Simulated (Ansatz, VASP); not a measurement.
# NiO: VASP beside Ansatz

File INCAR:

```
SYSTEM = NiO
PREC     = Accurate       ! precision mode
ENCUT    = 600            ! plane-wave cutoff, eV
EDIFF    = 1E-6           ! SCF threshold, eV
ISMEAR   = -1             ! smearing method
SIGMA    = 0.05           ! smearing width, eV
LREAL    = .False.        ! projectors in reciprocal space
LASPH    = .True.         ! aspherical terms in the spheres
NELM     = 150            ! most SCF steps
ALGO     = Normal         ! electronic algorithm
ISIF     = 3              ! what is computed and relaxed
LWAVE    = .False.        ! write WAVECAR
LCHARG   = .False.        ! write CHGCAR
ISPIN    = 2              ! spin polarisation
MAGMOM   = 1 0            ! initial moments
LORBIT   = 11             ! projections on sites
LMAXMIX  = 4              ! l up to which the mixer works
LDAU     = .True.         ! DFT+U
LDAUTYPE = 2            
LDAUL    = 2 -1           ! shell
LDAUU    = 4 0            ! U, eV
LDAUJ    = 0 0          
LDAUPRINT= 1            
IBRION   = 2              ! ionic algorithm
NSW      = 60             ! ionic steps
EDIFFG   = -0.01          ! ionic threshold
```

KPOINTS

```
Automatic mesh
0
Gamma
  11 11 11
  0 0 0
```

File POSCAR:

```
NiO
1.0
    0.0000000000      2.0859016414      2.0859016414
    2.0859016414      0.0000000000      2.0859016414
    2.0859016414      2.0859016414      0.0000000000
Ni O
1 1
Direct
    0.0000000000      0.0000000000      0.0000000000
    0.5000000000      0.5000000000      0.5000000000
```

Contents of input.yaml:

```yaml
crystal:
  lattice:
    - [0.0, 2.0859016414, 2.0859016414]
    - [2.0859016414, 0.0, 2.0859016414]
    - [2.0859016414, 2.0859016414, 0.0]
  atoms:
    - { symbol: Ni, position: [0.0, 0.0, 0.0], spin: 1.0 }
    - { symbol: O, position: [0.5, 0.5, 0.5] }
hamiltonian:
  xc: lda
  pseudopotentials: { kind: paw }
  hubbard: { sites: [{ species: Ni, l: d, u_eff: 4.0 }] }
magnetization:
  spin_polarized: true
kpoints:
  mp_grid: { grid: [11, 11, 11] }
scf:
  occupations: { method: fermi_dirac, width: 0.05 }
output:
  forces: true
  stress: true
  write_density: true
  write_potential: true
  elf: true
  volumetric_format: npy
relax:
  f_tol: 0.01
  max_steps: 40
  cell: { stress_tol: 0.05 }
```

Alike in both runs: task relaxation of cell and atoms; functional LDA; k mesh 11 × 11 × 11; occupations fermi-dirac, width 0.05 eV; collinear spin; Hubbard terms Ni d U = 4.0 eV.

|  | VASP | Ansatz |
| --- | --- | --- |
| version | VASP 6.6.1 | Ansatz 0.2.0 |
| potentials or method | VASP PAW LDA potentials, release 64 (Ni, O) | Ansatz PAW |
| plane-wave cutoff (eV) | 600 | 420 |
| valence electrons in the cell | 16 | 24 |

```csv
,VASP,Ansatz,Ansatz less VASP
"gap on the k mesh at the Fermi level, each at its own relaxed structure (eV)",0.47,0.52,+0.052
net moment per atom (μB),1.00,1.00,0.000
size of the moment on the site where the two differ most (μB),1.70,1.63,-0.067
relaxed volume (Å³/atom),8.49,8.81,+0.322
relaxed length of the cell vector where the two differ most in proportion (Å),2.885,2.921,+0.0360
```

LDA's correlation is that of Perdew and Zunger in VASP and of Perdew and Wang (1992) in Ansatz. Site moments also hang on the region over which each program counts them. The programs project onto different local orbitals, so the same U acts differently, and such runs can settle in different states. VASP's potentials hold 16 valence electrons a cell and Ansatz's 24, so a difference there can come from the potentials and not from the codes.

Noted on Ansatz's run: the magnetic or orbital state may not be the lowest; odd divisions of the mesh miss points on the zone boundary, where band edges often lie, so the gap on the mesh can be too wide; the plane-wave basis is chosen anew once the cell has moved, so the energies of steps on either side of that aren't comparable.
